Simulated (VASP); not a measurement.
# Ge: single point with RPBE

The system is Ge.

```
CELL_PARAMETERS angstrom
-1.65852 1.65852 1.65852
1.65852 -1.65852 1.65852
1.65852 1.65852 -1.65852
ATOMIC_POSITIONS crystal
Ge 0.00000 0.00000 0.00000
```

This isn't the form of Ge at room conditions, which is diamond.

```
Program             : VASP 6.6.1
Task                : single point
Functional          : RPBE
Potentials or basis : VASP PAW PBE potentials, release 64 (Ge_d)
Cutoff              : 520 eV
k mesh              : 15 × 15 × 15
Occupations         : fermi-dirac, width 0.1 eV
Spin                : no spin polarisation
```

```
Pressure               : 5.3 GPa
Band gap on the k mesh : zero (bands 7 and 8 overlap by 12.75 eV)
```

Levels at points of the mesh, in eV from the Fermi level:
| k point | band 5 | band 6 | band 7 | band 8 | band 9 | band 10 |
| --- | --- | --- | --- | --- | --- | --- |
| (0.00, 0.00, 0.00) | -24.74 | -13.43 | 9.59 | 9.59 | 9.59 | 15.16 |

It took 34 s on 1 thread of Intel Xeon 8259CL, with other jobs on the host, peak memory 0.15 GiB.

Caveat: the cell stands under pressure; the PAW data sets were made with another functional, which shifts forces and pressure a little.
